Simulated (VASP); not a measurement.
# Zn5S4 in VASP: relaxation of the atoms with PBE

Aim: the relaxation of the atoms of Zn5S4 with PBE.

All numbers are computed with VASP 6.6.1; they aren't measurements. Logs are shortened: lines on timing, memory, paths and dates and some standing lists are left out, and cuts for length are marked.

## 1. The cell of the first run

The cell holds a slab with vacuum, 9 atoms: a = 3.849 Å, b = 3.849 Å, c = 25.886 Å, α = 90.00°, β = 90.00°, γ = 90.00°.

## 2. Relaxation of the atoms, PBE

The input, INCAR:

```
PREC = Accurate
ENCUT = 520
EDIFF = 1E-6
ISMEAR = 0
SIGMA = 0.05
LREAL = False
LASPH = True
NELM = 80
ALGO = Fast
ISIF = 2
LWAVE = False
LCHARG = False
LDIPOL = True
IDIPOL = 3
DIPOL = 0.5 0.5 0.500
GGA = PE
IBRION = 2
NSW = 80
EDIFFG = -0.02
KPAR = 4
```

The input, KPOINTS:

```
regular mesh
0
Gamma
  7 7 1
```

The input, POSCAR:

```
Zn5S4
1.0
    3.8488726992      0.0000000000      0.0000000000
    0.0000000000      3.8488726992      0.0000000000
    0.0000000000      0.0000000000     25.8862559420
Zn S
5 4
Direct
    0.5000000000      0.5000000000      0.2897290368
    0.0000000000      0.0000000000      0.3948645184
    0.5000000000      0.5000000000      0.5000000000
    0.0000000000      0.0000000000      0.6051354816
    0.5000000000      0.5000000000      0.7102709632
    0.5000000000      0.0000000000      0.3422967776
    0.0000000000      0.5000000000      0.4474322592
    0.5000000000      0.0000000000      0.5525677408
    0.0000000000      0.5000000000      0.6577032224
```

Potentials or basis: VASP PAW PBE potentials, release 64 (Zn, S).

Run with:

```
cat potpaw_PBE.64/Zn/POTCAR potpaw_PBE.64/S/POTCAR > POTCAR
mpirun -np 4 vasp_std > vasp.out
```

OUTCAR:

```text
PREC = Accurate
   ENCUT = 520
   EDIFF = 1E-6
   ISMEAR = 0
   LREAL = False
   LASPH = True
   NELM = 80
   ISIF = 2
   GGA = PE
   IBRION = 2
   NSW = 80
   EDIFFG = -0.02

 ion  position               nearest neighbor table
   1  0.500  0.500  0.290-   6 2.36   6 2.36
   2  0.000  0.000  0.395-   6 2.36   7 2.36   7 2.36   6 2.36
   3  0.500  0.500  0.500-   7 2.36   8 2.36   8 2.36   7 2.36
   4  0.000  0.000  0.605-   8 2.36   9 2.36   9 2.36   8 2.36
   5  0.500  0.500  0.710-   9 2.36   9 2.36
   6  0.500  0.000  0.342-   1 2.36   2 2.36   1 2.36   2 2.36
   7  0.000  0.500  0.447-   2 2.36   3 2.36   2 2.36   3 2.36
   8  0.500  0.000  0.553-   3 2.36   4 2.36   3 2.36   4 2.36
   9  0.000  0.500  0.658-   4 2.36   5 2.36   4 2.36   5 2.36

  LATTYP: Found a simple tetragonal cell.
 ALAT       =     3.8488726992
 C/A-ratio  =     6.7256721552

  Lattice vectors:

 A1 = (   3.8488726992,   0.0000000000,   0.0000000000)
 A2 = (   0.0000000000,   3.8488726992,   0.0000000000)
 A3 = (   0.0000000000,   0.0000000000,  25.8862559420)

Analysis of symmetry for initial positions (statically):
=====================================================================
 Subroutine PRICEL returns:
 Original cell was already a primitive cell.

 Routine SETGRP: Setting up the symmetry group for a
 simple tetragonal supercell.

 Subroutine GETGRP returns: Found  8 space group operations
 (whereof  8 operations were pure point group operations)
 out of a pool of 16 trial point group operations.

The static configuration has the point symmetry D_2d.

Analysis of symmetry for dynamics (positions and initial velocities):
=====================================================================
 Subroutine PRICEL returns:
 Original cell was already a primitive cell.

 Routine SETGRP: Setting up the symmetry group for a
 simple tetragonal supercell.

 Subroutine GETGRP returns: Found  8 space group operations
 (whereof  8 operations were pure point group operations)
 out of a pool of 16 trial point group operations.

The dynamic configuration has the point symmetry D_2d.

 Subroutine INISYM returns: Found  8 space group operations
 (whereof  8 operations are pure point group operations),
 and found     1 'primitive' translations

----------------------------------------------------------------------------------------

                                     Primitive cell

  volume of cell :     383.4744

  direct lattice vectors                    reciprocal lattice vectors
     3.848872699  0.000000000  0.000000000     0.259816335  0.000000000  0.000000000
     0.000000000  3.848872699  0.000000000     0.000000000  0.259816335  0.000000000
     0.000000000  0.000000000 25.886255942     0.000000000  0.000000000  0.038630538

  length of vectors
     3.848872699  3.848872699 25.886255942     0.259816335  0.259816335  0.038630538

  position of ions in fractional coordinates (direct lattice)
     0.500000000  0.500000000  0.289729037
     0.000000000  0.000000000  0.394864518
     0.500000000  0.500000000  0.500000000
     0.000000000  0.000000000  0.605135482
     0.500000000  0.500000000  0.710270963
     0.500000000  0.000000000  0.342296778
     0.000000000  0.500000000  0.447432259
     0.500000000  0.000000000  0.552567741
     0.000000000  0.500000000  0.657703222

  ion indices of the primitive-cell ions
   primitive index   ion index
                 1           1
                 2           2
                 3           3
                 4           4
                 5           5
                 6           6
                 7           7
                 8           8
                 9           9

----------------------------------------------------------------------------------------

 KPOINTS: regular mesh

Automatic generation of k-mesh.
 Grid dimensions read from file:
 generate k-points for:    7    7    1

 Generating k-lattice:

  Cartesian coordinates                     Fractional coordinates (reciprocal lattice)
     0.037116619  0.000000000  0.000000000     0.142857143  0.000000000  0.000000000
     0.000000000  0.037116619  0.000000000     0.000000000  0.142857143  0.000000000
     0.000000000  0.000000000  0.038630538     0.000000000  0.000000000  1.000000000

  Length of vectors
     0.037116619  0.037116619  0.038630538

  Shift w.r.t. Gamma in fractional coordinates (k-lattice)
     0.000000000  0.000000000  0.000000000

 Subroutine IBZKPT returns following result:
 ===========================================

 Found     10 irreducible k-points:

 Following reciprocal coordinates:
            Coordinates               Weight
  0.000000  0.000000  0.000000      1.000000
  0.142857  0.000000  0.000000      4.000000
  0.285714  0.000000  0.000000      4.000000
  0.428571  0.000000  0.000000      4.000000
  0.142857  0.142857  0.000000      4.000000
  0.285714  0.142857  0.000000      8.000000
  0.428571  0.142857  0.000000      8.000000
  0.285714  0.285714  0.000000      4.000000
  0.428571  0.285714  0.000000      8.000000
  0.428571  0.428571  0.000000      4.000000
   k-points           NKPTS =     10   k-points in BZ     NKDIM =     10   number of bands    NBANDS=     50
   number of dos      NEDOS =    301   number of ions     NIONS =      9
   total plane-waves  NPLWV = 176400
   dimension x,y,z NGX =    30 NGY =   30 NGZ =  196
   dimension x,y,z NGXF=    60 NGYF=   60 NGZF=  392
   ions per type =               5   4
   NGX,Y,Z   is equivalent  to a cutoff of  12.96, 12.96, 12.59 a.u.
   NGXF,Y,Z  is equivalent  to a cutoff of  25.92, 25.92, 25.17 a.u.
 SYSTEM =  unknown system
   PREC   = accura    normal or accurate (medium, high low for compatibility)
   ISTART =      0    job   : 0-new  1-cont  2-samecut
   ICHARG =      2    charge: 1-file 2-atom 10-const
   ISPIN  =      1    spin polarized calculation?
   LNONCOLLINEAR =      F non collinear calculations
   LSORBIT =      F    spin-orbit coupling
   LASPH  =      T    aspherical Exc in radial PAW
   ENCUT  =  520.0 eV  38.22 Ry    6.18 a.u.   7.16  7.16 48.13*2*pi/ulx,y,z
   NELM   =     80;   NELMIN=  2; NELMDL= -5     # of ELM steps
   EDIFF  = 0.1E-05   stopping-criterion for ELM
   LREAL  =      F    real-space projection
   EDIFFG = -.2E-01   stopping-criterion for IOM
   NSW    =     80    number of steps for IOM
   IBRION =      2    ionic relax: 0-MD 1-quasi-New 2-CG
   NFREE  =      1    steps in history (QN), initial steepest desc. (CG)
   ISIF   =      2    stress and relaxation
   ISYM   =      2    0-nonsym 1-usesym 2-fastsym
   POTIM  = 0.5000    time-step for ionic-motion
   TEBEG  =    0.0;   TEEND  =   0.0 temperature during run
   PSTRESS=    0.0 pullay stress
   NELECT =      84.0000    total number of electrons
   NUPDOWN=      -1.0000    fix difference up-down
   EMIN   =  10.00;   EMAX   =-10.00  energy-range for DOS
   EFERMI =   0.00;   METHOD = LEGACY
   ISMEAR =     0;   SIGMA  =   0.05  broadening in eV -4-tet -1-fermi 0-gaus
   EFERMI_NEDOS =   21; number of points for ismear=-14 and -15
   IALGO  =     68    algorithm
   IMIX   =      4    mixing-type and parameters
     AMIX     =   0.40;   BMIX     =  1.00
     AMIX_MAG =   1.60;   BMIX_MAG =  1.00
  volume/ion in A,a.u.               =      42.61       287.53
  Fermi-wavevector in a.u.,A,eV,Ry     =   0.986861  1.864896 13.250630  0.973894
  Thomas-Fermi vector in A             =   2.118272
   LORBIT       =      0    0 simple, 1 ext, 2 COOP (PROOUT), +10 PAW based schemes
   GGA     = PE    functional components
   LHFCALC =     F    Hartree Fock is set to
   AEXX    =    0.0000 exact exchange contribution
   IVDW    =     0    specifies the selected vdW correction
   LEPSILON=     F    determine dielectric tensor
   LRPA    =     F    only Hartree local field effects (RPA)
 conjugate gradient relaxation of ions
 non-spin polarized calculation
 RMM-DIIS sequential band-by-band and
 Gauss-broadening in eV      SIGMA  =   0.05
  energy-cutoff  :      520.00
  volume of cell :      383.47
 maximum number of plane-waves:     10356
 NGX is ok and might be reduce to    30
   NGX = 15   NGY = 15   NGZ = 97

--------------------------------------- Ionic step        1  -------------------------------------------

 number of electron      83.9999920 magnetization

 Free energy of the ion-electron system (eV)
  ---------------------------------------------------
  ext. energy  EPLUGINS =         0.00000000
  ---------------------------------------------------
  free energy    TOTEN  =       -25.32201370 eV

  energy without entropy =      -25.31761186  energy(sigma->0) =      -25.31981278

------------------------ aborting loop because EDIFF is reached ----------------------------------------

  FORCE on cell =-STRESS in cart. coord.  units (eV):
  Direction    XX          YY          ZZ          XY          YZ          ZX
  --------------------------------------------------------------------------------------
  -------------------------------------------------------------------------------------
  Total        0.5148944      0.5148944      1.4906796      0.0000000      0.0000000      0.0000000
  in kB        2.1512577      2.1512577      6.2281427      0.0000000      0.0000000      0.0000000
  external PRESSURE =       3.5102194 kB  Pullay stress =       0.0000000 kB
[... 110 lines left out ...]
  FREE ENERGIE OF THE ION-ELECTRON SYSTEM (eV)
  ---------------------------------------------------
  free  energy   TOTEN  =       -25.3366524296 eV

  energy  without entropy=      -25.3322014130  energy(sigma->0) =      -25.33442692

[... ionic steps 4 to 7 ...]

--------------------------------------- Ionic step        8  -------------------------------------------

 number of electron      83.9999919 magnetization

------------------------ aborting loop because EDIFF is reached ----------------------------------------
[... 38 lines left out ...]
--------------------------------------- Ionic step        9  -------------------------------------------

 number of electron      83.9999918 magnetization

 dipolmoment           0.000000      0.000000     -0.000000 electrons x Angstroem

------------------------ aborting loop because EDIFF is reached ----------------------------------------

  FORCE on cell =-STRESS in cart. coord.  units (eV):
  Direction    XX          YY          ZZ          XY          YZ          ZX
  --------------------------------------------------------------------------------------
  -------------------------------------------------------------------------------------
  Total       -0.4645265     -0.4645265     -0.0370576      0.0000000      0.0000000      0.0000000
  in kB       -1.9408177     -1.9408177     -0.1548287      0.0000000      0.0000000      0.0000000
  external PRESSURE =      -1.3454880 kB  Pullay stress =       0.0000000 kB
[... 30 lines left out ...]
--------------------------------------- Ionic step       10  -------------------------------------------

 number of electron      83.9999918 magnetization

 dipolmoment           0.000000      0.000000      0.000000 electrons x Angstroem

 Free energy of the ion-electron system (eV)
  ---------------------------------------------------
  ext. energy  EPLUGINS =         0.00000000
  ---------------------------------------------------
  free energy    TOTEN  =       -25.34344032 eV

  energy without entropy =      -25.33899897  energy(sigma->0) =      -25.34121964

 E-fermi :  -0.7980     XC(G=0):  -5.2944

 val. band max:       -0.9042254882   @ k =   0.4286   0.1429   0.0000
 cond. band min:      -0.7868921391   @ k =   0.2857   0.1429   0.0000
 fundamental gap:      0.1173333491
 Fermi energy:        -0.7980181806

 k-point     1 :       0.0000    0.0000    0.0000
  band No.  band energies     occupation
      1     -15.0993      2.00000
      2     -14.8159      2.00000
      3     -14.4666      2.00000
      4     -14.1617      2.00000
      5      -8.5269      2.00000
      6      -8.5120      2.00000
[... 519 lines left out ...]
     49       2.6721      0.00000
     50       2.9870      0.00000

------------------------ aborting loop because EDIFF is reached ----------------------------------------

 vacuum level on the upper side and lower side of the slab       (xc-potential included)        -0.007        -0.007

  FORCE on cell =-STRESS in cart. coord.  units (eV):
  Direction    XX          YY          ZZ          XY          YZ          ZX
  --------------------------------------------------------------------------------------
  -------------------------------------------------------------------------------------
  Total       -0.4532162     -0.4532162     -0.0068125      0.0000000      0.0000000      0.0000000
  in kB       -1.8935624     -1.8935624     -0.0284631      0.0000000      0.0000000      0.0000000
  external PRESSURE =      -1.2718627 kB  Pullay stress =       0.0000000 kB
[... 24 lines left out ...]
  FREE ENERGIE OF THE ION-ELECTRON SYSTEM (eV)
  ---------------------------------------------------
  free  energy   TOTEN  =       -25.3434403201 eV

  energy  without entropy=      -25.3389989667  energy(sigma->0) =      -25.34121964

 reached required accuracy - stopping structural energy minimisation

 vacuum level on the upper side and lower side of the slab         3.697         3.697
```

Wall time 16 min (4 MPI ranks of Oxide Virtual Turin-like, shared host); peak memory 0.54 GiB.

Results:

* Free energy: -25.3434 eV
* Energy gained by relaxing: 2.4 meV/atom
* Ionic steps: 10
* Largest force after relaxing: 0.015 eV/Å
* Band gap on the k mesh: zero (bands 42 and 43 overlap by 1.02 eV)

Forces on the atoms (eV/Å):
```
Zn   0.000  0.000  0.001
Zn   0.000  0.000 -0.015
Zn   0.000  0.000  0.000
Zn   0.000  0.000  0.015
Zn   0.000  0.000 -0.001
S    0.000  0.000  0.005
S    0.000  0.000 -0.003
S    0.000  0.000  0.003
S    0.000  0.000 -0.005
```

The path:
| step | energy change (eV) | largest force (eV/Å) | pressure (GPa) |
| --- | --- | --- | --- |
| 1 | 0.0000 | 0.2747 | 0.35 |
| 2 | -0.0079 | 0.1935 | 0.28 |
| 3 | -0.0146 | 0.1083 | 0.19 |
| 4 | -0.0165 | 0.0632 | 0.13 |
| 5 | -0.0173 | 0.0400 | 0.10 |
| 6 | -0.0180 | 0.0363 | 0.09 |
| 7 | -0.0197 | 0.0255 | 0.02 |
| 8 | -0.0211 | 0.0358 | -0.13 |
| 9 | -0.0212 | 0.0436 | -0.13 |
| 10 | -0.0214 | 0.0146 | -0.13 |

Final structure:
```cif
data_structure
_symmetry_space_group_name_H-M 'P 1'
_symmetry_Int_Tables_number 1
_cell_length_a 3.8489
_cell_length_b 3.8489
_cell_length_c 25.8863
_cell_angle_alpha 90.000
_cell_angle_beta 90.000
_cell_angle_gamma 90.000
_cell_volume 383.47
loop_
_atom_site_label
_atom_site_type_symbol
_atom_site_fract_x
_atom_site_fract_y
_atom_site_fract_z
_atom_site_occupancy
Zn1 Zn 0.50000 0.50000 0.28595 1
Zn2 Zn 0.00000 0.00000 0.39450 1
Zn3 Zn 0.50000 0.50000 0.50000 1
Zn4 Zn 0.00000 0.00000 0.60550 1
Zn5 Zn 0.50000 0.50000 0.71405 1
S1 S 0.50000 0.00000 0.34075 1
S2 S 0.00000 0.50000 0.44729 1
S3 S 0.50000 0.00000 0.55271 1
S4 S 0.00000 0.50000 0.65925 1
```
